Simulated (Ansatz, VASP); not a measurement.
## One calculation of ZnCu2SnSe4, two programs

Contents of INCAR:

```
SYSTEM = ZnCu2SnSe4
PREC = Accurate
ENCUT = 520
EDIFF = 1E-7
ISMEAR = -1
SIGMA = 0.05
LREAL = .False.
LASPH = .True.
NELM = 100
ALGO = Normal
ISIF = 2
LWAVE = .False.
LCHARG = .True.
GGA = PS
LELF = .True.
LVHAR = .True.
NBANDS = 46
```

KPOINTS

```
regular mesh
0
Gamma
  6 6 6
  0 0 0
```

POSCAR

```
ZnCu2SnSe4
1.0
   -2.8856370000      2.8856370000      5.7398310000
    2.8856370000     -2.8856370000      5.7398310000
    2.8856370000      2.8856370000     -5.7398310000
Sn Se Zn Cu
1 4 1 2
Direct
    0.5000000000      0.5000000000      0.0000000000
    0.3634660000      0.8897130000      0.9932200000
    0.8964930000      0.3702460000      0.0067800000
    0.1102870000      0.1035070000      0.4737530000
    0.6297540000      0.6365340000      0.5262470000
    0.7500000000      0.2500000000      0.5000000000
    0.0000000000      0.0000000000      0.0000000000
    0.2500000000      0.7500000000      0.5000000000
```

File input.yaml:

```yaml
crystal:
  lattice:
    - [-2.885637, 2.885637, 5.739831]
    - [2.885637, -2.885637, 5.739831]
    - [2.885637, 2.885637, -5.739831]
  atoms:
    - { symbol: Sn, position: [0.5, 0.5, 0.0] }
    - { symbol: Se, position: [0.363466, 0.889713, 0.99322] }
    - { symbol: Se, position: [0.896493, 0.370246, 0.00678] }
    - { symbol: Se, position: [0.110287, 0.103507, 0.473753] }
    - { symbol: Se, position: [0.629754, 0.636534, 0.526247] }
    - { symbol: Zn, position: [0.75, 0.25, 0.5] }
    - { symbol: Cu, position: [0.0, 0.0, 0.0] }
    - { symbol: Cu, position: [0.25, 0.75, 0.5] }
hamiltonian:
  xc: pbesol
  pseudopotentials: { kind: paw }
kpoints:
  mp_grid: { grid: [6, 6, 6] }
  band_path:
    path:
      - [[0.0, 0.0, 0.0], [0.0, 0.0, 0.5], [-0.1263732601, 0.1263732601, 0.5], [-0.31318663, 0.31318663, 0.31318663], [0.0, 0.0, 0.0], [0.5, 0.5, -0.5], [0.31318663, 0.68681337, -0.31318663], [0.0, 0.5, 0.0], [0.25, 0.25, 0.25], [0.5, 0.5, -0.1263732601], [0.5, 0.5, -0.5]]
      - [[0.0, 0.0, 0.5], [0.25, 0.25, 0.25]]
    npoints: 10
scf:
  occupations: { method: fermi_dirac, width: 0.05 }
  n_extra_bands: 20
output:
  forces: true
  stress: true
  eigenvalues: true
  fatbands: false
```

Alike in both runs: functional PBEsol; k mesh 6 × 6 × 6; occupations fermi-dirac, width 0.05 eV; no spin polarisation.

|  | VASP | Ansatz |
| --- | --- | --- |
| version | VASP 6.6.1 | Ansatz 0.2.0 |
| potentials or method | VASP PAW PBE potentials, release 64 (Sn_d, Se, Zn, Cu) | Ansatz PAW |
| plane-wave cutoff (eV) | 520 | 420 |
| valence electrons in the cell | 72 | 128 |
| task | single point | band structure |

Ansatz gave:

```
gap on the k mesh at the Fermi level (eV)                     : none
pressure (GPa)                                                : -3.0
traceless stress, the component that is largest in VASP (GPa) : 0.09
rms of the force components (eV/Å)                            : 0.061
```

What did VASP give for the same quantities?

gap on the k mesh at the Fermi level (eV): none; pressure (GPa): -2.9; traceless stress, the component that is largest in VASP (GPa): 0.09; rms of the force components (eV/Å): 0.055.

VASP's potentials were made for PBE, not for PBEsol. Atom by atom the forces differ by 0.007 eV/Å (rms over components). A gap of «none» marks a metal or a gap that the smearing closes. VASP's potentials hold 72 valence electrons a cell and Ansatz's 128, so a difference there can come from the potentials and not from the codes.
